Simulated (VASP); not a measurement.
# Ti (P6_3/mmc) in VASP: single point with PBE

Aim: the single point of Ti with PBE.

Program: VASP 6.6.1. These are calculated values, not measurements. Logs are shortened: lines on timing, memory, paths and dates and some standing lists are left out, and cuts for length are marked.

## Step 1: The cell of the first run

It takes space group P6_3/mmc (No. 194, hexagonal). Conventional cell: a = 2.974 Å, b = 2.974 Å, c = 9.494 Å, α = 90.00°, β = 90.00°, γ = 120.00°. Ti (site symmetry -3m) has 12 Ti at 2.93 to 2.97 Å within 3.9 Å. Within 3.9 Å of Ti (site symmetry -6m2) lie 12 Ti at 2.93 to 2.97 Å.

## Step 2: Single point, PBE, collinear spin (18.18 Å³/atom)

The input, INCAR:

```
PREC = Accurate ; ENCUT = 520
EDIFF = 1E-6 ; ISMEAR = -1
SIGMA = 0.05 ; LREAL = False
LASPH = True ; NELM = 150
ALGO = Normal ; ISIF = 2
LWAVE = False ; LCHARG = False
ISPIN = 2 ; MAGMOM = 1 1 1 1
LORBIT = 11 ; LMAXMIX = 4
GGA = PE ; NBANDS = 36
```

The input, KPOINTS:

```
regular mesh
0
Gamma
  14 14 4
```

The input, POSCAR:

```
Ti
1.0
    2.9739384979      0.0000000000      0.0000000000
   -1.4869692489      2.5755062885      0.0000000000
    0.0000000000      0.0000000000      9.4939368040
Ti
4
Direct
    1.0000000000      1.0000000000      1.0000000000
    1.0000000000      1.0000000000      0.5000000000
    0.3333333333      0.6666666667      0.2500000000
    0.6666666667      0.3333333333      0.7500000000
```

Potentials or basis: VASP PAW PBE potentials, release 64 (Ti_sv).

Launch:

```
> cat potpaw_PBE.64/Ti_sv/POTCAR > POTCAR
> mpirun -np 1 vasp_std > vasp.out
```

OUTCAR:

```text
PREC = Accurate
   ENCUT = 520
   EDIFF = 1E-6
   ISMEAR = -1
   LREAL = False
   LASPH = True
   NELM = 150
   ISIF = 2
   ISPIN = 2
   LORBIT = 11
   GGA = PE

 ion  position               nearest neighbor table
   1  0.000  0.000  0.000-
   2  0.000  0.000  0.500-
   3  0.333  0.667  0.250-
   4  0.667  0.333  0.750-

  LATTYP: Found a hexagonal cell.
 ALAT       =     2.9739384979
 C/A-ratio  =     3.1923783262

  Lattice vectors:

 A1 = (   2.9739384979,   0.0000000000,   0.0000000000)
 A2 = (  -1.4869692489,   2.5755062885,   0.0000000000)
 A3 = (   0.0000000000,   0.0000000000,   9.4939368040)

Analysis of symmetry for initial positions (statically):
=====================================================================
 Subroutine PRICEL returns:
 Original cell was already a primitive cell.

 Routine SETGRP: Setting up the symmetry group for a
 hexagonal supercell.

 Subroutine GETGRP returns: Found 24 space group operations
 (whereof 12 operations were pure point group operations)
 out of a pool of 24 trial point group operations.

The static configuration has the point symmetry D_3d.
 The point group associated with its full space group is D_6h.

Analysis of symmetry for dynamics (positions and initial velocities):
=====================================================================
 Subroutine PRICEL returns:
 Original cell was already a primitive cell.

 Routine SETGRP: Setting up the symmetry group for a
 hexagonal supercell.

 Subroutine GETGRP returns: Found 24 space group operations
 (whereof 12 operations were pure point group operations)
 out of a pool of 24 trial point group operations.

The dynamic configuration has the point symmetry D_3d.
 The point group associated with its full space group is D_6h.

Analysis of structural, dynamic, and magnetic symmetry:
=====================================================================
 Subroutine PRICEL returns:
 Original cell was already a primitive cell.

 Routine SETGRP: Setting up the symmetry group for a
 hexagonal supercell.

 Subroutine GETGRP returns: Found 24 space group operations
 (whereof 12 operations were pure point group operations)
 out of a pool of 24 trial point group operations.

The overall configuration has the point symmetry D_3d.
 The point group associated with its full space group is D_6h.

 Subroutine INISYM returns: Found 24 space group operations
[... 121 lines left out ...]
     AMIX_MAG =   1.60;   BMIX_MAG =  1.00
  volume/ion in A,a.u.               =      18.18       122.68
  Fermi-wavevector in a.u.,A,eV,Ry     =   1.425416  2.693645 27.644460  2.031810
  Thomas-Fermi vector in A             =   2.545802
   LORBIT       =     11    0 simple, 1 ext, 2 COOP (PROOUT), +10 PAW based schemes
   GGA     = PE    functional components
   LHFCALC =     F    Hartree Fock is set to
   AEXX    =    0.0000 exact exchange contribution
   IVDW    =     0    specifies the selected vdW correction
   LEPSILON=     F    determine dielectric tensor
   LRPA    =     F    only Hartree local field effects (RPA)
 spin polarized calculation
  energy-cutoff  :      520.00
  volume of cell :       72.72
 maximum number of plane-waves:      2003
 NGX is ok and might be reduce to    24
   NGX = 11   NGY = 11   NGZ = 35

 number of electron      47.9999996 magnetization       0.0002693

 number of electron      47.9999996 magnetization      -0.0003268

 Free energy of the ion-electron system (eV)
  ---------------------------------------------------
  ext. energy  EPLUGINS =         0.00000000
  ---------------------------------------------------
  free energy    TOTEN  =       -31.15687445 eV

  energy without entropy =      -31.10548039  energy(sigma->0) =      -31.13117742

 E-fermi :   7.7847     XC(G=0): -11.2876

 val. band max:        7.7748102847   @ k =   0.4286   0.1429   0.2500
 cond. band min:       7.7858594580   @ k =   0.0714   0.0714   0.0000
 fundamental gap:      0.0110491733
 Fermi energy:         7.7847036633

 spin component 1

 k-point     1 :       0.0000    0.0000    0.0000
  band No.  band energies     occupation
      1     -49.0834      1.00000
      2     -49.0359      1.00000
      3     -49.0203      1.00000
      4     -48.9722      1.00000
      5     -25.5932      1.00000
      6     -25.3166      1.00000
[... 925 lines left out ...]
     35      10.8810      0.00000
     36      10.9061      0.00000

 [... further k-points ...]

 spin component 2

 k-point     1 :       0.0000    0.0000    0.0000
  band No.  band energies     occupation
      1     -49.0834      1.00000
      2     -49.0363      1.00000
      3     -49.0200      1.00000
      4     -48.9722      1.00000
      5     -25.5932      1.00000
      6     -25.3162      1.00000
[... 925 lines left out ...]
     35      10.8814      0.00000
     36      10.9059      0.00000

 [... further k-points ...]
[... 5 lines left out ...]
  --------------------------------------------------------------------------------------
  -------------------------------------------------------------------------------------
  Total       -1.9273211     -1.9273211     -1.9309200     -0.0000000      0.0000000      0.0000000
  in kB      -42.4642754    -42.4642754    -42.5435695     -0.0000000      0.0000000      0.0000000
  external PRESSURE =     -42.4907068 kB  Pullay stress =       0.0000000 kB

 VOLUME and BASIS-vectors are now :
 -----------------------------------------------------------------------------
  energy-cutoff  :      520.00
  volume of cell :       72.72
      direct lattice vectors                 reciprocal lattice vectors
     2.973938498  0.000000000  0.000000000     0.336254432  0.194136587  0.000000000
    -1.486969249  2.575506289  0.000000000     0.000000000  0.388273173  0.000000000
     0.000000000  0.000000000  9.493936804     0.000000000  0.000000000  0.105330383

 POSITION                                       TOTAL-FORCE (eV/Angst)
 -----------------------------------------------------------------------------------
      0.00000      0.00000      0.00000         0.000000      0.000000      0.000000
      0.00000      0.00000      4.74697         0.000000      0.000000      0.000000
     -0.00000      1.71700      2.37348         0.000000      0.000000      0.000000
      1.48697      0.85850      7.12045        -0.000000      0.000000      0.000000
 -----------------------------------------------------------------------------------
    total drift:                               -0.000000      0.000000      0.000000

  FREE ENERGIE OF THE ION-ELECTRON SYSTEM (eV)
  ---------------------------------------------------
  free  energy   TOTEN  =       -31.1568744543 eV

  energy  without entropy=      -31.1054803924  energy(sigma->0) =      -31.13117742

 total charge

# of ion       s       p       d       tot
------------------------------------------
    1        2.239   6.113   1.844  10.196
    2        2.239   6.113   1.844  10.196
    3        2.239   6.117   1.844  10.200
    4        2.239   6.117   1.844  10.200
--------------------------------------------------
tot          8.957  24.460   7.375  40.792

 magnetization (x)

# of ion       s       p       d       tot
------------------------------------------
    1        0.000   0.000   0.000   0.000
    2        0.000   0.000   0.000   0.000
    3       -0.000  -0.000  -0.000  -0.000
    4       -0.000  -0.000  -0.000  -0.000
--------------------------------------------------
tot         -0.000  -0.000  -0.000  -0.000
```

OSZICAR:

```text
N       E                     dE             d eps       ncg     rms          rms(c)
DAV:   1     0.634082663638E+03    0.63408E+03   -0.23753E+04 10376   0.165E+03
DAV:   2     0.431343125619E+02   -0.59095E+03   -0.57352E+03 10460   0.508E+02
DAV:   3    -0.278033334660E+02   -0.70938E+02   -0.67350E+02 15904   0.153E+02
[... 11 lines left out ...]
DAV:  15    -0.311568450621E+02   -0.74770E-04   -0.11678E-04 15060   0.669E-02    0.212E-02
DAV:  16    -0.311568697829E+02   -0.24721E-04   -0.54648E-05 15460   0.496E-02    0.119E-02
DAV:  17    -0.311568723176E+02   -0.25347E-05   -0.12770E-05 14636   0.236E-02    0.610E-03
DAV:  18    -0.311568736240E+02   -0.13064E-05   -0.62478E-06 11228   0.184E-02    0.338E-03
DAV:  19    -0.311568744543E+02   -0.83033E-06   -0.19304E-06  7908   0.855E-03
   1 F= -.31156874E+02 E0= -.31131177E+02  d E =-.513941E-01  mag=    -0.0002
```

stdout:

```text
POSCAR found type information on POSCAR Ti
 POSCAR found :  1 types and       4 ions
 scaLAPACK will be used
 LDA part: xc-table for (Slater+PW92), standard interpolation
 POSCAR, INCAR and KPOINTS ok, starting setup
 FFT: planning ... GRIDC
 FFT: planning ... GRID_SOFT
 FFT: planning ... GRID
 WAVECAR not read
 entering main loop
```

It took 6.2 min on 1 thread of AMD EPYC 9R45 (Zen 5), shared host; peak memory 0.36 GiB.

Results:

```
Free energy                                           : -31.1569 eV
Pressure                                              : -4.2 GPa
Band gap on the k mesh                                : zero (filled and empty bands overlap)
Net moment                                            : 0.00 μB per cell
Valence electrons inside the program's atomic spheres : Ti 10.20
```

Caveat: the cell stands under tension.
